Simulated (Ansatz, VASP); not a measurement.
This is a calculation of TaN for VASP 6.6.1.

INCAR

```
SYSTEM = TaN
PREC     = Accurate       ! precision mode
ENCUT    = 700            ! plane-wave cutoff, eV
EDIFF    = 1E-7           ! SCF threshold, eV
ISMEAR   = -1             ! smearing method
SIGMA    = 0.05           ! smearing width, eV
LREAL    = .FALSE.        ! projectors in reciprocal space
LASPH    = .TRUE.         ! aspherical terms in the spheres
NELM     = 120            ! most SCF steps
ALGO     = Normal         ! electronic algorithm
ISIF     = 3              ! what is computed and relaxed
LWAVE    = .FALSE.        ! write WAVECAR
LCHARG   = .FALSE.        ! write CHGCAR
GGA      = CA             ! functional
IBRION   = 2              ! ionic algorithm
NSW      = 60             ! ionic steps
EDIFFG   = -0.01          ! ionic threshold
GGA_COMPAT= .FALSE.      
NELMIN   = 4
```

File KPOINTS:

```
Automatic mesh
0
G
  10 10 10
  0 0 0
```

File POSCAR:

```
TaN
1.0
    0.0000000000      2.2113230000      2.2113230000
    2.2113230000      0.0000000000      2.2113230000
    2.2113230000      2.2113230000      0.0000000000
Ta N
1 1
Direct
    0.5000000000      0.5000000000      0.5000000000
    0.0000000000      0.0000000000      0.0000000000
```

Potentials or basis: VASP PAW LDA potentials, release 64 (Ta_sv_GW, N).

Launch:

```console
$ cat potpaw_LDA.64/Ta_sv_GW/POTCAR potpaw_LDA.64/N/POTCAR > POTCAR
$ mpirun -np 1 vasp_std > vasp.out
```

Task: Translate it to Ansatz 0.2.0. Potentials there: Ansatz PAW.

Result: As run (the cutoff follows the program's own potentials):

input.yaml

```yaml
crystal:
  lattice:
    - [0.0, 2.211323, 2.211323]
    - [2.211323, 0.0, 2.211323]
    - [2.211323, 2.211323, 0.0]
  atoms:
    - { symbol: Ta, position: [0.5, 0.5, 0.5] }
    - { symbol: "N", position: [0.0, 0.0, 0.0] }
hamiltonian:
  xc: lda
  pseudopotentials: { kind: paw }
kpoints:
  mp_grid: { grid: [10, 10, 10] }
scf:
  occupations: { method: fermi_dirac, width: 0.05 }
output:
  forces: true
  stress: true
relax:
  f_tol: 0.01
  max_steps: 40
  cell: { stress_tol: 0.05 }
```

Potentials or basis: Ansatz PAW.

Command:

```sh
$ ansatz run input.yaml --threads 2 --pin off --max-ram 5632MiB --backend cpu --events-out ev --progress --plain --runs-dir out
```

Both were run:

|  | VASP | Ansatz | Ansatz less VASP |
| --- | --- | --- | --- |
| relaxed volume (Å³/atom) | 10.31 | 10.27 | -0.033 |
| relaxed length of the cell vector where the two differ most in proportion (Å) | 3.078 | 3.074 | -0.0033 |

LDA's correlation is that of Perdew and Zunger in VASP and of Perdew and Wang (1992) in Ansatz.

Spin-orbit coupling is off throughout. Noted on VASP's run: too few bands were computed for a metal, which touches its energy and stress. Noted on Ansatz's run: the plane-wave basis is chosen anew once the cell has moved, so the energies of steps on either side of that aren't comparable.
